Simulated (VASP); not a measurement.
# Ga (P6_3/mmc) in VASP: further runs, part 2 of 2

VASP 6.6.1.

## 3. Single point, RPBE (18.91 Å³/atom)

This run uses another cell than the first one, of 18.91 Å³/atom.

INCAR

```
PREC = Accurate ; ENCUT = 520
EDIFF = 1E-6 ; ISMEAR = -1
SIGMA = 0.1 ; LREAL = F
LASPH = T ; NELM = 80
ALGO = Normal ; ISIF = 2
LWAVE = F ; LCHARG = T
GGA = RP ; LELF = T
LVHAR = T ; NBANDS = 34
```

KPOINTS

```
regular mesh
0
Gamma
  13 13 4
```

POSCAR

```
Ga
1.0
    2.9904652552      0.0000000000      0.0000000000
   -1.4952326276      2.5898188801      0.0000000000
    0.0000000000      0.0000000000      9.7653221757
Ga
4
Direct
    0.0000000000      0.0000000000      0.0000000000
    0.0000000000      0.0000000000      0.5000000000
    0.3333333333      0.6666666667      0.2500000000
    0.6666666667      0.3333333333      0.7500000000
```

Potentials or basis: VASP PAW PBE potentials, release 64 (Ga_d).

Command:

```sh
$ cat potpaw_PBE.64/Ga_d/POTCAR > POTCAR
$ mpirun -np 1 vasp_std > vasp.out
```

OUTCAR:

```text
PREC = Accurate
   ENCUT = 520
   EDIFF = 1E-6
   ISMEAR = -1
   LREAL = F
   LASPH = T
   NELM = 80
   ISIF = 2
   GGA = RP

 ion  position               nearest neighbor table
   1  0.000  0.000  0.000-
   2  0.000  0.000  0.500-
   3  0.333  0.667  0.250-
   4  0.667  0.333  0.750-

  LATTYP: Found a hexagonal cell.
 ALAT       =     2.9904652552
 C/A-ratio  =     3.2654859169

  Lattice vectors:

 A1 = (   2.9904652552,   0.0000000000,   0.0000000000)
 A2 = (  -1.4952326276,   2.5898188801,   0.0000000000)
 A3 = (   0.0000000000,   0.0000000000,   9.7653221757)

Analysis of symmetry for initial positions (statically):
=====================================================================
 Subroutine PRICEL returns:
 Original cell was already a primitive cell.

 Routine SETGRP: Setting up the symmetry group for a
 hexagonal supercell.

 Subroutine GETGRP returns: Found 24 space group operations
 (whereof 12 operations were pure point group operations)
 out of a pool of 24 trial point group operations.

The static configuration has the point symmetry D_3d.
 The point group associated with its full space group is D_6h.

Analysis of symmetry for dynamics (positions and initial velocities):
=====================================================================
 Subroutine PRICEL returns:
 Original cell was already a primitive cell.

 Routine SETGRP: Setting up the symmetry group for a
 hexagonal supercell.

 Subroutine GETGRP returns: Found 24 space group operations
 (whereof 12 operations were pure point group operations)
 out of a pool of 24 trial point group operations.

The dynamic configuration has the point symmetry D_3d.
 The point group associated with its full space group is D_6h.

 Subroutine INISYM returns: Found 24 space group operations
 (whereof 12 operations are pure point group operations),
 and found     1 'primitive' translations

----------------------------------------------------------------------------------------

                                     Primitive cell

  volume of cell :      75.6301

  direct lattice vectors                    reciprocal lattice vectors
     2.990465255  0.000000000  0.000000000     0.334396127  0.193063694  0.000000000
    -1.495232628  2.589818880  0.000000000     0.000000000  0.386127388  0.000000000
     0.000000000  0.000000000  9.765322176     0.000000000  0.000000000  0.102403175

  length of vectors
     2.990465255  2.990465255  9.765322176     0.386127388  0.386127388  0.102403175

  position of ions in fractional coordinates (direct lattice)
     0.000000000  0.000000000  0.000000000
     0.000000000  0.000000000  0.500000000
     0.333333333  0.666666667  0.250000000
     0.666666667  0.333333333  0.750000000

  ion indices of the primitive-cell ions
   primitive index   ion index
                 1           1
                 2           2
                 3           3
                 4           4

----------------------------------------------------------------------------------------

 KPOINTS: regular mesh

Automatic generation of k-mesh.
 Grid dimensions read from file:
 generate k-points for:   13   13    4

 Generating k-lattice:

  Cartesian coordinates                     Fractional coordinates (reciprocal lattice)
     0.025722779  0.014851053  0.000000000     0.076923077  0.000000000  0.000000000
     0.000000000  0.029702107  0.000000000     0.000000000  0.076923077  0.000000000
     0.000000000  0.000000000  0.025600794     0.000000000  0.000000000  0.250000000

  Length of vectors
     0.029702107  0.029702107  0.025600794

  Shift w.r.t. Gamma in fractional coordinates (k-lattice)
     0.000000000  0.000000000  0.000000000

 Subroutine IBZKPT returns following result:
 ===========================================

 Found     63 irreducible k-points:

 Following reciprocal coordinates:
            Coordinates               Weight
  0.000000  0.000000  0.000000      1.000000
  0.076923  0.000000  0.000000      6.000000
  0.153846  0.000000  0.000000      6.000000
  0.230769  0.000000  0.000000      6.000000
  0.307692  0.000000  0.000000      6.000000
  0.384615  0.000000  0.000000      6.000000
[... 16 lines left out ...]
  0.076923  0.000000  0.250000     12.000000
  0.153846  0.000000  0.250000     12.000000
 [... further k-points ...]
   k-points           NKPTS =     63   k-points in BZ     NKDIM =     63   number of bands    NBANDS=     34
   number of dos      NEDOS =    301   number of ions     NIONS =      4
   total plane-waves  NPLWV =  46080
   dimension x,y,z NGX =    24 NGY =   24 NGZ =   80
   dimension x,y,z NGXF=    48 NGYF=   48 NGZF=  160
   ions per type =               4
   NGX,Y,Z   is equivalent  to a cutoff of  13.34, 13.34, 13.62 a.u.
   NGXF,Y,Z  is equivalent  to a cutoff of  26.68, 26.68, 27.24 a.u.
 SYSTEM =  unknown system
   PREC   = accura    normal or accurate (medium, high low for compatibility)
   ISTART =      0    job   : 0-new  1-cont  2-samecut
   ICHARG =      2    charge: 1-file 2-atom 10-const
   ISPIN  =      1    spin polarized calculation?
   LNONCOLLINEAR =      F non collinear calculations
   LSORBIT =      F    spin-orbit coupling
   LASPH  =      T    aspherical Exc in radial PAW
   ENCUT  =  520.0 eV  38.22 Ry    6.18 a.u.   5.56  5.56 18.16*2*pi/ulx,y,z
   NELM   =     80;   NELMIN=  2; NELMDL= -5     # of ELM steps
   EDIFF  = 0.1E-05   stopping-criterion for ELM
   LREAL  =      F    real-space projection
   EDIFFG = 0.1E-04   stopping-criterion for IOM
   NSW    =      0    number of steps for IOM
   IBRION =     -1    ionic relax: 0-MD 1-quasi-New 2-CG
   NFREE  =      0    steps in history (QN), initial steepest desc. (CG)
   ISIF   =      2    stress and relaxation
   ISYM   =      2    0-nonsym 1-usesym 2-fastsym
   POTIM  = 0.5000    time-step for ionic-motion
   TEBEG  =    0.0;   TEEND  =   0.0 temperature during run
   PSTRESS=    0.0 pullay stress
   NELECT =      52.0000    total number of electrons
   NUPDOWN=      -1.0000    fix difference up-down
   EMIN   =  10.00;   EMAX   =-10.00  energy-range for DOS
   EFERMI =   0.00;   METHOD = LEGACY
   ISMEAR =    -1;   SIGMA  =   0.10  broadening in eV -4-tet -1-fermi 0-gaus
   EFERMI_NEDOS =   21; number of points for ismear=-14 and -15
   IALGO  =     38    algorithm
   IMIX   =      4    mixing-type and parameters
     AMIX     =   0.40;   BMIX     =  1.00
     AMIX_MAG =   1.60;   BMIX_MAG =  1.00
  volume/ion in A,a.u.               =      18.91       127.59
  Fermi-wavevector in a.u.,A,eV,Ry     =   1.444922  2.730506 28.406233  2.087799
  Thomas-Fermi vector in A             =   2.563162
   LORBIT       =      0    0 simple, 1 ext, 2 COOP (PROOUT), +10 PAW based schemes
   GGA     = RP    functional components
   LHFCALC =     F    Hartree Fock is set to
   AEXX    =    0.0000 exact exchange contribution
   IVDW    =     0    specifies the selected vdW correction
   LEPSILON=     F    determine dielectric tensor
   LRPA    =     F    only Hartree local field effects (RPA)
 non-spin polarized calculation
  energy-cutoff  :      520.00
  volume of cell :       75.63
 maximum number of plane-waves:      2088
 NGX is ok and might be reduce to    24
   NGX = 11   NGY = 11   NGZ = 37

 number of electron      52.0000012 magnetization

 Free energy of the ion-electron system (eV)
  ---------------------------------------------------
  ext. energy  EPLUGINS =         0.00000000
  ---------------------------------------------------
  free energy    TOTEN  =       -10.13481587 eV

  energy without entropy =      -10.08188098  energy(sigma->0) =      -10.10834842

 E-fermi :   5.6858     XC(G=0): -10.8789

 val. band max:        5.6744959788   @ k =   0.3846   0.2308   0.2500
 cond. band min:       5.7471579313   @ k =   0.3846   0.0000   0.2500
 fundamental gap:      0.0726619525
 Fermi energy:         5.6857679150

 k-point     1 :       0.0000    0.0000    0.0000
  band No.  band energies     occupation
      1      -9.3337      2.00000
      2      -9.2961      2.00000
      3      -9.2767      2.00000
      4      -9.2626      2.00000
      5      -9.2626      2.00000
      6      -9.2569      2.00000
[... 26 lines left out ...]
     33      16.5592      0.00000
     34      17.6529      0.00000
[... 820 lines left out ...]
      4      -9.2665      2.00000
      5      -9.2547      2.00000
      6      -9.2394      2.00000
[... 26 lines left out ...]
     33      15.0516      0.00000
     34      15.7943      0.00000

 [... further k-points ...]

------------------------ aborting loop because EDIFF is reached ----------------------------------------

  FORCE on cell =-STRESS in cart. coord.  units (eV):
  Direction    XX          YY          ZZ          XY          YZ          ZX
  --------------------------------------------------------------------------------------
  -------------------------------------------------------------------------------------
  Total        0.9356150      0.9356150      1.0080491      0.0000000     -0.0000000      0.0000000
  in kB       19.8204278     19.8204278     21.3548993      0.0000000     -0.0000000      0.0000000
  external PRESSURE =      20.3319183 kB  Pullay stress =       0.0000000 kB

 VOLUME and BASIS-vectors are now :
 -----------------------------------------------------------------------------
  energy-cutoff  :      520.00
  volume of cell :       75.63
      direct lattice vectors                 reciprocal lattice vectors
     2.990465255  0.000000000  0.000000000     0.334396127  0.193063694  0.000000000
    -1.495232628  2.589818880  0.000000000     0.000000000  0.386127388  0.000000000
     0.000000000  0.000000000  9.765322176     0.000000000  0.000000000  0.102403175

 POSITION                                       TOTAL-FORCE (eV/Angst)
 -----------------------------------------------------------------------------------
      0.00000      0.00000      0.00000         0.000000      0.000000     -0.000000
      0.00000      0.00000      4.88266         0.000000      0.000000     -0.000000
     -0.00000      1.72655      2.44133        -0.000000      0.000000      0.000000
      1.49523      0.86327      7.32399         0.000000     -0.000000     -0.000000
 -----------------------------------------------------------------------------------
    total drift:                               -0.000000      0.000000     -0.000000

  FREE ENERGIE OF THE ION-ELECTRON SYSTEM (eV)
  ---------------------------------------------------
  free  energy   TOTEN  =       -10.1348158726 eV

  energy  without entropy=      -10.0818809770  energy(sigma->0) =      -10.10834842
```

OSZICAR:

```text
N       E                     dE             d eps       ncg     rms          rms(c)
DAV:   1     0.340940908142E+03    0.34094E+03   -0.25739E+04  4660   0.291E+03
DAV:   2     0.303190160050E+02   -0.31062E+03   -0.30345E+03  4420   0.515E+02
DAV:   3    -0.893754232417E+01   -0.39257E+02   -0.38654E+02  4848   0.143E+02
DAV:   4    -0.101950218363E+02   -0.12575E+01   -0.12404E+01  5046   0.282E+01
DAV:   5    -0.102212554680E+02   -0.26234E-01   -0.26207E-01  5394   0.430E+00    0.164E+00
DAV:   6    -0.101529806618E+02    0.68275E-01   -0.14437E-01  5400   0.482E+00    0.889E-01
DAV:   7    -0.101363490192E+02    0.16632E-01   -0.44557E-02  5898   0.223E+00    0.226E-01
DAV:   8    -0.101346912515E+02    0.16578E-02   -0.48355E-03  4738   0.173E+00    0.337E-02
DAV:   9    -0.101347650728E+02   -0.73821E-04   -0.13235E-03  5084   0.837E-01    0.173E-02
DAV:  10    -0.101348097639E+02   -0.44691E-04   -0.33925E-04  4830   0.302E-01    0.101E-02
DAV:  11    -0.101348134176E+02   -0.36537E-05   -0.65267E-05  5420   0.202E-01    0.197E-03
DAV:  12    -0.101348159580E+02   -0.25404E-05   -0.27721E-05  6110   0.748E-02    0.150E-03
DAV:  13    -0.101348158726E+02    0.85420E-07   -0.15586E-06  2770   0.260E-02
   1 F= -.10134816E+02 E0= -.10108348E+02  d E =-.529349E-01
```

stdout:

```text
POSCAR found type information on POSCAR Ga
 POSCAR found :  1 types and       4 ions
 scaLAPACK will be used
 -----------------------------------------------------------------------------
|                                                                             |
|                                                                             |
|     You enforced a specific xc type in the INCAR file but a different       |
|     I HOPE YOU KNOW WHAT YOU ARE DOING!                                     |
|                                                                             |
 -----------------------------------------------------------------------------

 LDA part: xc-table for (Slater+PW92), standard interpolation
 POSCAR, INCAR and KPOINTS ok, starting setup
 FFT: planning ... GRIDC
 FFT: planning ... GRID_SOFT
 FFT: planning ... GRID
 WAVECAR not read
 entering main loop
```

It took 57 s on 1 thread of Intel Xeon 6975P-C (Granite Rapids), shared host; peak memory 0.26 GiB.

Results:

```
Free energy            : -10.1348 eV
Pressure               : 2.0 GPa
Band gap on the k mesh : zero (bands 26 and 27 overlap by 5.42 eV)
```

Caveat: the PAW data sets were made with another functional, which shifts forces and pressure a little.
